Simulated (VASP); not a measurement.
# AlAu (Pm-3m) in VASP: a series of runs

AlAu is run at these levels: PBEsol; tasks: single point, relaxation of cell and atoms.

Program: VASP 6.6.1. These are calculated values, not measurements. Logs are shortened: lines on timing, memory, paths and dates and some standing lists are left out, and cuts for length are marked.

## 1. The cell of the first run

The structure is cubic, space group Pm-3m (No. 221). The conventional cell has a = 3.177 Å, b = 3.177 Å, c = 3.177 Å, α = 90.00°, β = 90.00°, γ = 90.00°. Within 3.6 Å of Al (site symmetry m-3m) lie 8 Au at 2.75 Å and 6 Al at 3.18 Å. Au (site symmetry m-3m) has 8 Al at 2.75 Å and 6 Au at 3.18 Å within 3.6 Å.

## 2. Single point, PBEsol

INCAR

```
SYSTEM = AlAu
ALGO     = Normal         ! electronic algorithm
EDIFF    = 1E-6           ! SCF threshold, eV
ENCUT    = 520            ! plane-wave cutoff, eV
GGA      = PS             ! functional
ISIF     = 2              ! what is computed and relaxed
ISMEAR   = 0              ! smearing method
LASPH    = .True.         ! aspherical terms in the spheres
LCHARG   = .False.        ! write CHGCAR
LREAL    = .False.        ! projectors in reciprocal space
LWAVE    = .False.        ! write WAVECAR
NBANDS   = 14             ! bands
NELM     = 100            ! most SCF steps
PREC     = Accurate       ! precision mode
SIGMA    = 0.1            ! smearing width, eV
```

KPOINTS

```
k-points
0
Gamma
  14 14 14
  0 0 0
```

POSCAR

```
AlAu
1.0
    3.1772326557      0.0000000000      0.0000000000
    0.0000000000      3.1772326557      0.0000000000
    0.0000000000      0.0000000000      3.1772326557
Al Au
1 1
Direct
    0.5000000000      0.5000000000      0.5000000000
    0.0000000000      0.0000000000      0.0000000000
```

Potentials or basis: VASP PAW PBE potentials, release 64 (Al, Au).

Command:

```console
cat potpaw_PBE.64/Al/POTCAR potpaw_PBE.64/Au/POTCAR > POTCAR
mpirun -np 1 vasp_std > vasp.out
```

OUTCAR:

```text
SYSTEM = AlAu
   EDIFF = 1E-6
   ENCUT = 520
   GGA = PS
   ISIF = 2
   ISMEAR = 0
   LASPH = .True.
   LREAL = .False.
   NELM = 100
   PREC = Accurate

 ion  position               nearest neighbor table
   1  0.500  0.500  0.500-   2 2.75   2 2.75   2 2.75   2 2.75   2 2.75   2 2.75   2 2.75   2 2.75

   2  0.000  0.000  0.000-   1 2.75   1 2.75   1 2.75   1 2.75   1 2.75   1 2.75   1 2.75   1 2.75

  LATTYP: Found a simple cubic cell.
 ALAT       =     3.1772326557

  Lattice vectors:

 A1 = (   3.1772326557,   0.0000000000,   0.0000000000)
 A2 = (   0.0000000000,   3.1772326557,   0.0000000000)
 A3 = (   0.0000000000,   0.0000000000,   3.1772326557)

Analysis of symmetry for initial positions (statically):
=====================================================================
 Subroutine PRICEL returns:
 Original cell was already a primitive cell.

 Routine SETGRP: Setting up the symmetry group for a
 simple cubic supercell.

 Subroutine GETGRP returns: Found 48 space group operations
[... 9 lines left out ...]

 Routine SETGRP: Setting up the symmetry group for a
 simple cubic supercell.

 Subroutine GETGRP returns: Found 48 space group operations
[... 11 lines left out ...]
                                     Primitive cell

  volume of cell :      32.0736

  direct lattice vectors                    reciprocal lattice vectors
     3.177232656  0.000000000  0.000000000     0.314739306  0.000000000  0.000000000
     0.000000000  3.177232656  0.000000000     0.000000000  0.314739306  0.000000000
     0.000000000  0.000000000  3.177232656     0.000000000  0.000000000  0.314739306

  length of vectors
     3.177232656  3.177232656  3.177232656     0.314739306  0.314739306  0.314739306

  position of ions in fractional coordinates (direct lattice)
     0.500000000  0.500000000  0.500000000
     0.000000000  0.000000000  0.000000000

  ion indices of the primitive-cell ions
   primitive index   ion index
                 1           1
                 2           2

----------------------------------------------------------------------------------------

 KPOINTS: k-points

Automatic generation of k-mesh.
 Grid dimensions read from file:
 generate k-points for:   14   14   14

 Generating k-lattice:

  Cartesian coordinates                     Fractional coordinates (reciprocal lattice)
     0.022481379  0.000000000  0.000000000     0.071428571  0.000000000  0.000000000
     0.000000000  0.022481379  0.000000000     0.000000000  0.071428571  0.000000000
     0.000000000  0.000000000  0.022481379     0.000000000  0.000000000  0.071428571

  Length of vectors
     0.022481379  0.022481379  0.022481379

[... 58 lines left out ...]
   NFREE  =      0    steps in history (QN), initial steepest desc. (CG)
   ISIF   =      2    stress and relaxation
   ISYM   =      2    0-nonsym 1-usesym 2-fastsym
   POTIM  = 0.5000    time-step for ionic-motion
   TEBEG  =    0.0;   TEEND  =   0.0 temperature during run
   PSTRESS=    0.0 pullay stress
   NELECT =      14.0000    total number of electrons
   NUPDOWN=      -1.0000    fix difference up-down
   EMIN   =  10.00;   EMAX   =-10.00  energy-range for DOS
   EFERMI =   0.00;   METHOD = LEGACY
   ISMEAR =     0;   SIGMA  =   0.10  broadening in eV -4-tet -1-fermi 0-gaus
   EFERMI_NEDOS =   21; number of points for ismear=-14 and -15
   IALGO  =     38    algorithm
   IMIX   =      4    mixing-type and parameters
     AMIX     =   0.40;   BMIX     =  1.00
     AMIX_MAG =   1.60;   BMIX_MAG =  1.00
  volume/ion in A,a.u.               =      16.04       108.22
  Fermi-wavevector in a.u.,A,eV,Ry     =   1.241848  2.346753 20.982725  1.542187
  Thomas-Fermi vector in A             =   2.376228
   LORBIT       =      0    0 simple, 1 ext, 2 COOP (PROOUT), +10 PAW based schemes
   GGA     = PS    functional components
   LHFCALC =     F    Hartree Fock is set to
   AEXX    =    0.0000 exact exchange contribution
   IVDW    =     0    specifies the selected vdW correction
   LEPSILON=     F    determine dielectric tensor
   LRPA    =     F    only Hartree local field effects (RPA)
 non-spin polarized calculation
 Gauss-broadening in eV      SIGMA  =   0.10
  energy-cutoff  :      520.00
  volume of cell :       32.07
 maximum number of plane-waves:       912
 NGX is ok and might be reduce to    24
   NGX = 11   NGY = 11   NGZ = 11

 number of electron      14.0000003 magnetization

 Free energy of the ion-electron system (eV)
  ---------------------------------------------------
  ext. energy  EPLUGINS =         0.00000000
  ---------------------------------------------------
  free energy    TOTEN  =        -8.59346647 eV

  energy without entropy =       -8.58875055  energy(sigma->0) =       -8.59110851

 E-fermi :  10.1526     XC(G=0): -11.8156

 val. band max:       10.1481343847   @ k =   0.4286   0.4286   0.4286
 cond. band min:      10.1708993411   @ k =   0.4286   0.4286   0.2857
 fundamental gap:      0.0227649564
 Fermi energy:        10.1526378396

 k-point     1 :       0.0000    0.0000    0.0000
  band No.  band energies     occupation
      1      -1.6577      2.00000
      2       3.1925      2.00000
      3       3.1925      2.00000
      4       5.2373      2.00000
      5       5.2373      2.00000
      6       5.2373      2.00000
      7      12.9404      0.00000
      8      12.9404      0.00000
      9      12.9404      0.00000
     10      17.2212      0.00000
     11      17.5878      0.00000
     12      17.5878      0.00000
     13      26.8539      0.00000
     14      26.8539      0.00000
[... 377 lines left out ...]
      1       0.9479      2.00000
      2       3.0873      2.00000
      3       3.9241      2.00000
      4       4.5197      2.00000
      5       4.5892      2.00000
      6       4.9737      2.00000
      7       7.9641      2.00000
      8      11.8240      0.00000
      9      15.5061      0.00000
     10      16.6057      0.00000
     11      18.5555      0.00000
     12      20.4670      0.00000
     13      22.0682      0.00000
     14      23.3608      0.00000

 [... further k-points ...]
[... 5 lines left out ...]
  --------------------------------------------------------------------------------------
  -------------------------------------------------------------------------------------
  Total       -0.0398780     -0.0398780     -0.0398780      0.0000000     -0.0000000      0.0000000
  in kB       -1.9920366     -1.9920366     -1.9920366      0.0000000     -0.0000000      0.0000000
  external PRESSURE =      -1.9920366 kB  Pullay stress =       0.0000000 kB

 VOLUME and BASIS-vectors are now :
 -----------------------------------------------------------------------------
  energy-cutoff  :      520.00
  volume of cell :       32.07
      direct lattice vectors                 reciprocal lattice vectors
     3.177232656  0.000000000  0.000000000     0.314739306  0.000000000  0.000000000
     0.000000000  3.177232656  0.000000000     0.000000000  0.314739306  0.000000000
     0.000000000  0.000000000  3.177232656     0.000000000  0.000000000  0.314739306

 POSITION                                       TOTAL-FORCE (eV/Angst)
 -----------------------------------------------------------------------------------
      1.58862      1.58862      1.58862         0.000000      0.000000      0.000000
      0.00000      0.00000      0.00000         0.000000      0.000000      0.000000
 -----------------------------------------------------------------------------------
    total drift:                                0.000000      0.000000      0.000000

  FREE ENERGIE OF THE ION-ELECTRON SYSTEM (eV)
  ---------------------------------------------------
  free  energy   TOTEN  =        -8.5934664654 eV

  energy  without entropy=       -8.5887505459  energy(sigma->0) =       -8.59110851
```

OSZICAR:

```text
N       E                     dE             d eps       ncg     rms          rms(c)
DAV:   1     0.520634306890E+02    0.52063E+02   -0.65755E+03  3472   0.896E+02
DAV:   2    -0.838713514500E+01   -0.60451E+02   -0.55361E+02  4050   0.178E+02
DAV:   3    -0.950626187411E+01   -0.11191E+01   -0.11160E+01  4224   0.229E+01
DAV:   4    -0.951185576925E+01   -0.55939E-02   -0.55937E-02  3978   0.200E+00
DAV:   5    -0.951191839202E+01   -0.62623E-04   -0.62622E-04  4242   0.215E-01    0.924E+00
DAV:   6    -0.866112717178E+01    0.85079E+00   -0.33091E+00  3576   0.162E+01    0.549E+00
DAV:   7    -0.861538053883E+01    0.45747E-01   -0.58026E-02  3606   0.230E+00    0.297E+00
DAV:   8    -0.859368961811E+01    0.21691E-01   -0.14132E-02  3804   0.731E-01    0.305E-01
DAV:   9    -0.859349073001E+01    0.19889E-03   -0.56193E-04  4134   0.205E-01    0.105E-01
DAV:  10    -0.859346637248E+01    0.24358E-04   -0.76373E-05  3816   0.695E-02    0.187E-02
DAV:  11    -0.859346646540E+01   -0.92923E-07   -0.11679E-06  3894   0.734E-03
   1 F= -.85934665E+01 E0= -.85911085E+01  d E =-.471592E-02
```

Wall time 22 s (1 thread of Intel Xeon Platinum 8175M at 2.50GHz (Skylake/Cascade Lake), shared host); peak memory 0.18 GiB.

Results:

```yaml
Free_energy: -8.5935 eV
Pressure: -0.2 GPa
Band_gap_on_the_k_mesh: zero (band 7 reaches 12.94 eV, above the bottom of band 8 at 8.83 eV)
```

Caveat: the PAW data sets were made with another functional, which shifts forces and pressure a little; spin-orbit coupling is left out, which moves the levels of the heavy elements.

## 3. Relaxation of cell and atoms, PBEsol

INCAR

```
SYSTEM = AlAu
ALGO = Normal
EDIFF = 1E-6
EDIFFG = -0.01
ENCUT = 600
GGA = PS
IBRION = 2
ISIF = 3
ISMEAR = 0
LASPH = .True.
LCHARG = .False.
LREAL = .False.
LWAVE = .False.
NELM = 100
NSW = 80
PREC = Accurate
SIGMA = 0.1
```

KPOINTS is that of step 2.

POSCAR

```
AlAu
1.0
    3.1754277313      0.0000000000      0.0000000000
    0.0000000000      3.1754277313      0.0000000000
    0.0000000000      0.0000000000      3.1754277313
Al Au
1 1
Direct
    0.5000000000      0.5000000000      0.5000000000
    0.0000000000      0.0000000000      0.0000000000
```

Potentials or basis: VASP PAW PBE potentials, release 64 (Al, Au).

Command:

```console
cat potpaw_PBE.64/Al/POTCAR potpaw_PBE.64/Au/POTCAR > POTCAR
mpirun -np 1 vasp_std > vasp.out
```

Wall time 41 s (1 thread of Intel Xeon Platinum 8175M at 2.50GHz (Skylake/Cascade Lake), shared host); peak memory 0.2 GiB.

Results (log left out):

```yaml
Free_energy: -8.5934 eV
Pressure_after_relaxing: 0.1 GPa
Band_gap_on_the_k_mesh: zero (band 7 reaches 12.97 eV, above the bottom of band 8 at 8.85 eV)
```

Final structure:
```xyz
2
Lattice="3.1754 0.0000 0.0000 0.0000 3.1754 0.0000 0.0000 0.0000 3.1754" Properties=species:S:1:pos:R:3 pbc="T T T"
Al    1.5877    1.5877    1.5877
Au    0.0000    0.0000    0.0000
```

Levels at points of the mesh, in eV from the Fermi level:
```csv
k point,band 3,band 4,band 5,band 6,band 7,band 8,band 9,band 10,band 11
"(0.00, 0.00, 0.00)",-6.97,-4.92,-4.92,-4.92,2.79,2.79,2.79,7.09,7.44
"(0.50, 0.00, 0.00)",-6.59,-5.88,-5.88,-4.80,-3.41,5.60,7.27,7.27,8.20
"(0.50, 0.50, 0.00)",-5.65,-5.65,-4.02,-3.76,-3.76,-1.33,0.88,7.31,10.87
"(0.50, 0.50, 0.50)",-7.52,-3.97,-3.97,-0.35,0.73,0.73,0.73,2.24,3.71
```

Caveat: the relaxation stopped at its first step, so nothing moved; the PAW data sets were made with another functional, which shifts forces and pressure a little; spin-orbit coupling is left out, which moves the levels of the heavy elements.
